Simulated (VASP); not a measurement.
Input of a VASP 6.6.1 run:

Contents of POSCAR:

```
B6As
1.0
    3.0684222178      1.7715543935      3.9649353976
   -3.0684222178      1.7715543935      3.9649353976
    0.0000000000     -3.5431087869      3.9649353976
B As
12 2
Direct
    0.0152897200      0.0152897200      0.3248784800
    0.0152897200      0.3248784800      0.0152897200
    0.8218557000      0.2724864900      0.8218557000
    0.8218557000      0.8218557000      0.2724864900
    0.2724864900      0.8218557000      0.8218557000
    0.7275135100      0.1781443000      0.1781443000
    0.1781443000      0.7275135100      0.1781443000
    0.1781443000      0.1781443000      0.7275135100
    0.9847102800      0.6751215200      0.9847102800
    0.9847102800      0.9847102800      0.6751215200
    0.6751215200      0.9847102800      0.9847102800
    0.3248784800      0.0152897200      0.0152897200
    0.6005523500      0.6005523500      0.6005523500
    0.3994476500      0.3994476500      0.3994476500
```

The input INCAR.step1:

```
SYSTEM = B6As
ALGO = Normal
EDIFF = 1E-5
EDIFFG = -0.005
ENCUT = 550
GGA = PE
GGA_COMPAT = .FALSE.
IBRION = 2
ISIF = 3
ISMEAR = 0
LASPH = .TRUE.
LCHARG = .FALSE.
LREAL = .FALSE.
LWAVE = .TRUE.
NELM = 120
NELMIN = 4
NSW = 100
PREC = Accurate
SIGMA = 0.02
```

Contents of INCAR.step2:

```
SYSTEM = B6As
ALGO = Normal
EDIFF = 1E-7
EDIFFG = -0.01
ENCUT = 550
GGA_COMPAT = .FALSE.
IBRION = 2
ISIF = 3
ISMEAR = 0
ISTART = 1
LASPH = .TRUE.
LCHARG = .FALSE.
LMIXTAU = .TRUE.
LREAL = .FALSE.
LWAVE = .FALSE.
METAGGA = R2SCAN
NELM = 120
NELMIN = 4
NSW = 100
PREC = Accurate
SIGMA = 0.02
```

The input KPOINTS:

```
k-points
0
G
  6 6 6
  0 0 0
```

Potentials or basis: VASP PAW PBE potentials, release 64 (B, As).

Run with:

```console
$ cat potpaw_PBE.64/B/POTCAR potpaw_PBE.64/As/POTCAR > POTCAR
$ cp INCAR.step1 INCAR
$ mpirun -np 1 vasp_std > vasp.out
$ cp INCAR.step2 INCAR
$ mpirun -np 1 vasp_std > vasp.out
```

(1) Predict the space group after relaxing (to 0.1 Å).

(2) Estimate the relaxed cell.

## Answers

(1) R-3m (No. 166).

(2) a = 5.317 Å, b = 5.317 Å, c = 5.317 Å, α = 70.48°, β = 70.48°, γ = 70.48°.
